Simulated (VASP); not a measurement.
Write the native input for VASP 6.6.1 that does the following.

```yaml
Task: single point
Functional: PBE
Dispersion: D3(BJ)
Potentials_or_basis: VASP PAW PBE potentials, release 64 (Pb_d, Se)
Cutoff: 520 eV
k_mesh: 14 × 14 × 14
Occupations: gaussian, width 0.15 eV
Spin: no spin polarisation
Dipole_correction: no
Further_INCAR_settings: ALGO = Normal; EDIFF = 1e-07; NBANDS = 17
```

The structure of PbSe lies in POSCAR:

```
PbSe
1.0
    3.9732891228     -0.7946578246     -0.7946578246
   -0.7946578246      3.9732891228     -0.7946578246
   -0.7946578246     -0.7946578246      3.9732891228
Pb Se
1 1
Direct
    0.0000000000      0.0000000000      0.0000000000
    0.5000000000      0.5000000000      0.5000000000
```

This cell differs from its parent crystal: ratio of the length along [111] to the lengths across it x 0.5, volume and fractional coordinates fixed.

One way to write it, as run:

INCAR

```
SYSTEM = PbSe
PREC     = Accurate       ! precision mode
ENCUT    = 520            ! plane-wave cutoff, eV
EDIFF    = 1E-7           ! SCF threshold, eV
ISMEAR   = 0              ! smearing method
SIGMA    = 0.15           ! smearing width, eV
LREAL    = .FALSE.        ! projectors in reciprocal space
LASPH    = .TRUE.         ! aspherical terms in the spheres
NELM     = 80             ! most SCF steps
ALGO     = Normal         ! electronic algorithm
ISIF     = 2              ! what is computed and relaxed
LWAVE    = .FALSE.        ! write WAVECAR
LCHARG   = .FALSE.        ! write CHGCAR
GGA      = PE             ! functional
IVDW     = 12             ! dispersion correction
NBANDS   = 17             ! bands
```

KPOINTS

```
Automatic mesh
0
G
  14 14 14
  0 0 0
```

Potentials or basis: VASP PAW PBE potentials, release 64 (Pb_d, Se).

Command:

```bash
$ cat potpaw_PBE.64/Pb_d/POTCAR potpaw_PBE.64/Se/POTCAR > POTCAR
$ mpirun -np 1 vasp_std > vasp.out
```

It gave:

```
Pressure                   : 60.2 GPa
Band gap on the k mesh     : zero (band 10 reaches 8.20 eV, above the bottom of band 11 at 4.48 eV)
Dispersion energy per atom : -0.426 eV
```

Caveat: spin-orbit coupling is left out, which moves the levels of the heavy elements; pairwise dispersion overbinds metals, which lowers pressure and volume.

It took 5.9 min on 1 thread of AMD EPYC 7R13 (shared host), peak memory 0.37 GiB.
